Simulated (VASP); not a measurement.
# Au (I4/mmm) in VASP: single point with PBE

Aim: the single point of Au with PBE.

Everything below comes from runs of VASP 6.6.1. Logs are shortened: lines on timing, memory, paths and dates and some standing lists are left out, and cuts for length are marked.

### Step 1. The cell of the first run

Symmetry: I4/mmm, No. 139, tetragonal system. Conventional cell: a = 2.846 Å, b = 2.846 Å, c = 4.226 Å, α = 90.00°, β = 90.00°, γ = 90.00°. Au (site symmetry 4/mmm) has 12 Au at 2.85 to 2.92 Å within 3.7 Å.

### Step 2. Single point, PBE

File INCAR:

```
PREC = Accurate
ENCUT = 520
EDIFF = 1E-6
ISMEAR = 0
SIGMA = 0.15
LREAL = False
LASPH = True
NELM = 60
ALGO = Fast
ISIF = 2
LWAVE = False
LCHARG = True
GGA = PE
LELF = True
LVHAR = True
NBANDS = 12
```

File KPOINTS:

```
Automatic mesh
0
Gamma
  22 22 22
```

File POSCAR:

```
Au
1.0
    0.0000000000      2.0125022943      2.1131274090
    2.0125022943      0.0000000000      2.1131274090
    2.0125022943      2.0125022943      0.0000000000
Au
1
Direct
    0.0000000000      0.0000000000      0.0000000000
```

Potentials or basis: VASP PAW PBE potentials, release 64 (Au).

Command:

```bash
cat potpaw_PBE.64/Au/POTCAR > POTCAR
mpirun -np 1 vasp_std > vasp.out
```

OUTCAR:

```text
PREC = Accurate
   ENCUT = 520
   EDIFF = 1E-6
   ISMEAR = 0
   LREAL = False
   LASPH = True
   NELM = 60
   ISIF = 2
   GGA = PE

 ion  position               nearest neighbor table
   1  0.000  0.000  0.000-

  LATTYP: Found a body centered tetragonal cell.
 ALAT       =     2.8461080389
 C/A-ratio  =     1.4849242405

  Lattice vectors:

 A1 = (  -2.0125022943,   0.0000000000,   2.1131274090)
 A2 = (   2.0125022943,   0.0000000000,   2.1131274090)
 A3 = (   0.0000000000,   2.0125022943,  -2.1131274090)

Analysis of symmetry for initial positions (statically):
=====================================================================
 Subroutine PRICEL returns:
 Original cell was already a primitive cell.

 Routine SETGRP: Setting up the symmetry group for a
 body centered tetragonal supercell.

 Subroutine GETGRP returns: Found 16 space group operations
 (whereof 16 operations were pure point group operations)
 out of a pool of 16 trial point group operations.

The static configuration has the point symmetry D_4h.

Analysis of symmetry for dynamics (positions and initial velocities):
=====================================================================
 Subroutine PRICEL returns:
 Original cell was already a primitive cell.

 Routine SETGRP: Setting up the symmetry group for a
 body centered tetragonal supercell.

 Subroutine GETGRP returns: Found 16 space group operations
 (whereof 16 operations were pure point group operations)
 out of a pool of 16 trial point group operations.

The dynamic configuration has the point symmetry D_4h.

 Subroutine INISYM returns: Found 16 space group operations
 (whereof 16 operations are pure point group operations),
 and found     1 'primitive' translations

----------------------------------------------------------------------------------------

                                     Primitive cell

  volume of cell :      17.1170

  direct lattice vectors                    reciprocal lattice vectors
     0.000000000  2.012502294  2.113127409    -0.248446922  0.248446922  0.236616116
     2.012502294  0.000000000  2.113127409     0.248446922 -0.248446922  0.236616116
     2.012502294  2.012502294  0.000000000     0.248446922  0.248446922 -0.236616116

  length of vectors
     2.918128327  2.918128327  2.846108039     0.423602328  0.423602328  0.423602328

  position of ions in fractional coordinates (direct lattice)
     0.000000000  0.000000000  0.000000000

  ion indices of the primitive-cell ions
   primitive index   ion index
                 1           1

----------------------------------------------------------------------------------------

 KPOINTS: Automatic mesh

Automatic generation of k-mesh.
 Grid dimensions read from file:
 generate k-points for:   22   22   22

 Generating k-lattice:

  Cartesian coordinates                     Fractional coordinates (reciprocal lattice)
    -0.011293042  0.011293042  0.010755278     0.045454545  0.000000000  0.000000000
     0.011293042 -0.011293042  0.010755278     0.000000000  0.045454545  0.000000000
     0.011293042  0.011293042 -0.010755278    -0.000000000 -0.000000000  0.045454545

  Length of vectors
     0.019254651  0.019254651  0.019254651

  Shift w.r.t. Gamma in fractional coordinates (k-lattice)
     0.000000000  0.000000000  0.000000000

 Subroutine IBZKPT returns following result:
 ===========================================

 Found    834 irreducible k-points:

 Following reciprocal coordinates:
            Coordinates               Weight
  0.000000  0.000000  0.000000      1.000000
  0.045455  0.000000  0.000000      8.000000
  0.090909  0.000000  0.000000      8.000000
  0.136364 -0.000000  0.000000      8.000000
  0.181818 -0.000000  0.000000      8.000000
  0.227273  0.000000  0.000000      8.000000
[... 16 lines left out ...]
  0.500000  0.045455  0.000000      8.000000
 -0.454545  0.045455  0.000000      8.000000
 [... further k-points ...]
   k-points           NKPTS =    834   k-points in BZ     NKDIM =    834   number of bands    NBANDS=     12
   number of dos      NEDOS =    301   number of ions     NIONS =      1
   total plane-waves  NPLWV =  13824
   dimension x,y,z NGX =    24 NGY =   24 NGZ =   24
   dimension x,y,z NGXF=    48 NGYF=   48 NGZF=   48
   ions per type =               1
   NGX,Y,Z   is equivalent  to a cutoff of  13.67, 13.67, 14.02 a.u.
   NGXF,Y,Z  is equivalent  to a cutoff of  27.35, 27.35, 28.04 a.u.
 SYSTEM =  unknown system
   PREC   = accura    normal or accurate (medium, high low for compatibility)
   ISTART =      0    job   : 0-new  1-cont  2-samecut
   ICHARG =      2    charge: 1-file 2-atom 10-const
   ISPIN  =      1    spin polarized calculation?
   LNONCOLLINEAR =      F non collinear calculations
   LSORBIT =      F    spin-orbit coupling
   LASPH  =      T    aspherical Exc in radial PAW
   ENCUT  =  520.0 eV  38.22 Ry    6.18 a.u.   5.43  5.43  5.29*2*pi/ulx,y,z
   NELM   =     60;   NELMIN=  2; NELMDL= -5     # of ELM steps
   EDIFF  = 0.1E-05   stopping-criterion for ELM
   LREAL  =      F    real-space projection
   EDIFFG = 0.1E-04   stopping-criterion for IOM
   NSW    =      0    number of steps for IOM
   IBRION =     -1    ionic relax: 0-MD 1-quasi-New 2-CG
   NFREE  =      0    steps in history (QN), initial steepest desc. (CG)
   ISIF   =      2    stress and relaxation
   ISYM   =      2    0-nonsym 1-usesym 2-fastsym
   POTIM  = 0.5000    time-step for ionic-motion
   TEBEG  =    0.0;   TEEND  =   0.0 temperature during run
   PSTRESS=    0.0 pullay stress
   NELECT =      11.0000    total number of electrons
   NUPDOWN=      -1.0000    fix difference up-down
   EMIN   =  10.00;   EMAX   =-10.00  energy-range for DOS
   EFERMI =   0.00;   METHOD = LEGACY
   ISMEAR =     0;   SIGMA  =   0.15  broadening in eV -4-tet -1-fermi 0-gaus
   EFERMI_NEDOS =   21; number of points for ismear=-14 and -15
   IALGO  =     68    algorithm
   IMIX   =      4    mixing-type and parameters
     AMIX     =   0.40;   BMIX     =  1.00
     AMIX_MAG =   1.60;   BMIX_MAG =  1.00
  volume/ion in A,a.u.               =      17.12       115.51
  Fermi-wavevector in a.u.,A,eV,Ry     =   1.412742  2.669696 27.155058  1.995840
  Thomas-Fermi vector in A             =   2.534459
   LORBIT       =      0    0 simple, 1 ext, 2 COOP (PROOUT), +10 PAW based schemes
   GGA     = PE    functional components
   LHFCALC =     F    Hartree Fock is set to
   AEXX    =    0.0000 exact exchange contribution
   IVDW    =     0    specifies the selected vdW correction
   LEPSILON=     F    determine dielectric tensor
   LRPA    =     F    only Hartree local field effects (RPA)
 non-spin polarized calculation
 RMM-DIIS sequential band-by-band and
 Gauss-broadening in eV      SIGMA  =   0.15
  energy-cutoff  :      520.00
  volume of cell :       17.12
 maximum number of plane-waves:       483
 NGX is ok and might be reduce to    24
   NGX = 11   NGY = 11   NGZ = 11

 number of electron      10.9999999 magnetization

 Free energy of the ion-electron system (eV)
  ---------------------------------------------------
  ext. energy  EPLUGINS =         0.00000000
  ---------------------------------------------------
  free energy    TOTEN  =        -3.20068339 eV

  energy without entropy =       -3.19752908  energy(sigma->0) =       -3.19910623

 E-fermi :   9.4259     XC(G=0): -12.6905

 val. band max:        9.4250577039   @ k =  -0.2727   0.2273   0.0909
 cond. band min:       9.4266875795   @ k =  -0.2273   0.2727   0.0909
 fundamental gap:      0.0016298756
 Fermi energy:         9.4258981939

 k-point     1 :       0.0000    0.0000    0.0000
  band No.  band energies     occupation
      1      -0.4076      2.00000
      2       4.4414      2.00000
      3       4.8871      2.00000
      4       4.8871      2.00000
      5       5.9801      2.00000
      6       6.4651      2.00000
      7      23.9655      0.00000
      8      27.3685      0.00000
      9      28.1781      0.00000
     10      28.1781      0.00000
     11      32.8335      0.00000
     12      37.0854      0.00000

 k-point     2 :       0.0455    0.0000    0.0000
  band No.  band energies     occupation
      1      -0.3354      2.00000
      2       4.4538      2.00000
      3       4.8756      2.00000
      4       4.9118      2.00000
      5       5.9731      2.00000
      6       6.4491      2.00000
      7      24.0513      0.00000
      8      27.2086      0.00000
      9      27.9219      0.00000
     10      28.2641      0.00000
     11      33.2806      0.00000
     12      35.8040      0.00000

 k-point     3 :       0.0909    0.0000    0.0000
  band No.  band energies     occupation
      1      -0.1225      2.00000
      2       4.4761      2.00000
      3       4.8555      2.00000
      4       4.9808      2.00000
      5       5.9609      2.00000
      6       6.4077      2.00000
      7      24.2728      0.00000
      8      26.2716      0.00000
      9      27.9794      0.00000
     10      28.5116      0.00000
     11      33.4524      0.00000
     12      35.0809      0.00000
[... 286 lines left out ...]
 k-point    23 :       0.5000    0.0455    0.0000
  band No.  band energies     occupation
      1       2.1809      2.00000
      2       4.4618      2.00000
      3       4.9394      2.00000
      4       7.1257      2.00000
      5       7.3331      2.00000
      6       8.8086      2.00000
      7      12.5527      0.00000
      8      23.2548      0.00000
      9      25.9392      0.00000
     10      26.9034      0.00000
     11      33.7172      0.00000
     12      34.6999      0.00000

 k-point    24 :      -0.4545    0.0455    0.0000
  band No.  band energies     occupation
      1       2.1827      2.00000
      2       4.4752      2.00000
      3       4.9365      2.00000
      4       7.0983      2.00000
      5       7.2723      2.00000
      6       8.7398      2.00000
      7      12.7158      0.00000
      8      23.2552      0.00000
      9      25.8349      0.00000
     10      27.1445      0.00000
     11      33.6223      0.00000
     12      34.7608      0.00000

 [... further k-points ...]

------------------------ aborting loop because EDIFF is reached ----------------------------------------

  FORCE on cell =-STRESS in cart. coord.  units (eV):
  Direction    XX          YY          ZZ          XY          YZ          ZX
  --------------------------------------------------------------------------------------
  -------------------------------------------------------------------------------------
  Total        0.8948185      0.8948185      0.6891782      0.0000000     -0.0000000     -0.0000000
  in kB       83.7562207     83.7562207     64.5080106      0.0000000     -0.0000000     -0.0000000
  external PRESSURE =      77.3401507 kB  Pullay stress =       0.0000000 kB

 VOLUME and BASIS-vectors are now :
 -----------------------------------------------------------------------------
  energy-cutoff  :      520.00
  volume of cell :       17.12
      direct lattice vectors                 reciprocal lattice vectors
     0.000000000  2.012502294  2.113127409    -0.248446922  0.248446922  0.236616116
     2.012502294  0.000000000  2.113127409     0.248446922 -0.248446922  0.236616116
     2.012502294  2.012502294  0.000000000     0.248446922  0.248446922 -0.236616116

 POSITION                                       TOTAL-FORCE (eV/Angst)
 -----------------------------------------------------------------------------------
      0.00000      0.00000      0.00000         0.000000      0.000000      0.000000
 -----------------------------------------------------------------------------------
    total drift:                               -0.000000      0.000000     -0.000000

  FREE ENERGIE OF THE ION-ELECTRON SYSTEM (eV)
  ---------------------------------------------------
  free  energy   TOTEN  =        -3.2006833875 eV

  energy  without entropy=       -3.1975290823  energy(sigma->0) =       -3.19910623
```

Wall time 52 s (1 thread of Intel Xeon 6975P-C (Granite Rapids), shared host); peak memory 0.28 GiB.

What came out:

```
Free energy            : -3.2007 eV
Pressure               : 7.7 GPa
Band gap on the k mesh : zero (an odd number of electrons rules out a gap without spin polarisation)
```

Stress tensor (GPa, compression positive):
```
8.38 0.00 0.00
0.00 8.38 0.00
0.00 0.00 6.45
```

Levels at points of the mesh, in eV from the Fermi level:
| k point | band 4 | band 5 | band 6 | band 7 | band 8 | band 9 |
| --- | --- | --- | --- | --- | --- | --- |
| (0.00, 0.00, 0.00) | -4.54 | -3.45 | -2.96 | 14.54 | 17.94 | 18.75 |
| (0.50, 0.00, 0.00) | -2.10 | -1.91 | -0.95 | 3.04 | 13.83 | 16.70 |
| (0.50, 0.50, 0.00) | -1.71 | -1.71 | 0.48 | 4.97 | 10.55 | 10.55 |
| (0.50, 0.00, 0.50) | -1.86 | -1.49 | 1.29 | 6.11 | 9.66 | 9.75 |

Caveat: the cell stands under pressure; spin-orbit coupling is left out, which moves the levels of the heavy elements.
